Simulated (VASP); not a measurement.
Sb, 1 atom in the cell. The structure is cubic, space group Fm-3m (No. 225). Conventional cell: a = 4.030 Å, b = 4.030 Å, c = 4.030 Å, α = 90.00°, β = 90.00°, γ = 90.00°. Within 3.8 Å of Sb (site symmetry m-3m) lie 12 Sb at 2.85 Å. 

* Program: VASP 6.6.1
* Task: single point
* Functional: PBE
* Potentials or basis: VASP PAW PBE potentials, release 64 (Sb)
* Cutoff: 520 eV
* k mesh: 16 × 16 × 16
* Occupations: fermi-dirac, width 0.08 eV
* Spin: no spin polarisation
* Dipole correction: no
* Further INCAR settings: ALGO = Normal; EDIFF = 1e-06; NBANDS = 8

Potentials or basis: VASP PAW PBE potentials, release 64 (Sb).

Run with:

```bash
$ cat potpaw_PBE.64/Sb/POTCAR > POTCAR
$ mpirun -np 1 vasp_std > vasp.out
```

Hardware: 1 thread of Intel(R) Xeon(R) Platinum 8488C (Sapphire Rapids), with other jobs on the host.

Estimate the wall time of this run.

Run time: 9.7 s on 1 thread of Intel(R) Xeon(R) Platinum 8488C (Sapphire Rapids), with other jobs on the host, peak memory 0.15 GiB. Counts: scf iterations 10, k points 145.
